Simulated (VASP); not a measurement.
The system is Pd.

```
Pd
1.0
     2.50586    0.00000    0.00000
     0.00000    2.50586    0.00000
     0.00000    0.00000    2.50586
Pd
1
Direct
  0.00000 0.00000 0.00000
```

```yaml
Program: VASP 6.6.1
Task: relaxation of cell and atoms
Functional: PBEsol
Potentials_or_basis: VASP PAW PBE potentials, release 64 (Pd)
Cutoff: 600 eV
k_mesh: 6 × 6 × 6
Occupations: gaussian, width 0.1 eV
Spin: no spin polarisation
```

At the start: pressure 13.1 GPa; volume 15.74 Å³/atom.

**Question.** Where does the relaxation end?

**Answer.** Over 3 steps the energy falls by 45.0 meV/atom and the volume is 16.95 Å³/atom (+7.7 %); space group Pm-3m (No. 221, to 0.05 Å).

Step by step:
| step | energy change (eV) | largest force (eV/Å) | pressure (GPa) | volume (Å³) |
| --- | --- | --- | --- | --- |
| 1 | 0.0000 | 0.0000 | 13.12 | 15.74 |
| 2 | 0.0374 | 0.0000 | -12.17 | 18.86 |
| 3 | -0.0450 | 0.0000 | -0.30 | 16.95 |

Final structure:
```yaml
crystal:
  lattice:
    - [2.56898, 0.00000, 0.00000]
    - [0.00000, 2.56898, 0.00000]
    - [0.00000, 0.00000, 2.56898]
  atoms:
    - { symbol: Pd, position: [0.00000, 0.00000, 0.00000] }
```

Caveat: the k points lie up to 0.41 Å⁻¹ apart in the final cell; the PAW data sets were made with another functional, which shifts forces and pressure a little.
